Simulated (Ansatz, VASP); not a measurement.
# CuAu: VASP beside Ansatz

```
Cu Au
1.0
     2.80000    0.00000    0.00000
     0.00000    2.80000    0.00000
     0.00000    0.00000    3.67000
Cu Au
1 1
Direct
  0.50000 0.50000 0.50000
  0.00000 0.00000 0.00000
```

Alike in both runs: task electric field gradients; functional PBE; k mesh 6 × 6 × 5; occupations fermi-dirac, width 0.05 eV; no spin polarisation.

|  | VASP | Ansatz |
| --- | --- | --- |
| version | VASP 6.6.1 | Ansatz 0.2.0 |
| potentials or method | VASP PAW PBE potentials, release 64 (Cu, Au) | PAW with Ansatz's default frozen-core files, scalar-relativistic |
| plane-wave cutoff (eV) | 520 | 420 |
| valence electrons in the cell | 22 | 38 |

Ansatz gave:

- pressure (GPa): 6.8
- traceless stress, the component that is largest in VASP (GPa): -0.55
- size of Vzz on the site where it differs most (V/Å²): 28.1

Task: What did VASP give for the same quantities?

Result: Pressure (GPa): 6.8; traceless stress, the component that is largest in VASP (GPa): -0.50; size of Vzz on the site where it differs most (V/Å²): 54.3.

The functional is the same, so the differences come from potentials, cutoffs and numerics. VASP's potentials hold 22 valence electrons a cell and Ansatz's 38, so a difference there can come from the potentials and not from the codes.

The k mesh is coarse, so the values compare programs but aren't converged. Neither program's run includes spin-orbit coupling.
